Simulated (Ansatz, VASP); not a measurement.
## AlN: VASP beside Ansatz

```
Al N
1.0
     3.36279    0.00000    0.00000
    -1.68139    2.91226    0.00000
     0.00000    0.00000    4.58474
Al N
2 2
Direct
  0.33333 0.66667 0.00151
  0.66667 0.33333 0.50151
  0.33333 0.66667 0.38349
  0.66667 0.33333 0.88349
```

Change from the starting cell: strain +0.080 along x and y, -0.080 along z, atoms carried along.

Alike in both runs: task single point; functional PBEsol; k mesh 12 × 12 × 6; occupations gaussian, width 0.05 eV; no spin polarisation.

```csv
,VASP,Ansatz
version,VASP 6.6.1,Ansatz 0.2.0
potentials or method,"VASP PAW PBE potentials, release 64 (Al, N), cutoff 600 eV","scalar-relativistic, plane waves, PAW"
valence electrons in the cell,16,16
```

Ansatz gave:

* gap on the k mesh at the Fermi level (eV): 3.19
* least direct gap on the mesh (eV): 3.19
* pressure (GPa): -7.4
* traceless stress, the component that is largest in VASP (GPa): 37.56
* rms of the force components (eV/Å): 1.505

Question: Which values does VASP return?

Answer: gap on the k mesh at the Fermi level (eV): 3.20; least direct gap on the mesh (eV): 3.20; pressure (GPa): -7.5; traceless stress, the component that is largest in VASP (GPa): 38.07; rms of the force components (eV/Å): 1.533.

VASP's potentials were made for PBE, not for PBEsol. Atom by atom the forces differ by 0.027 eV/Å (rms over components). With one functional, cell and mesh, what is left measures potentials, basis and numerics.
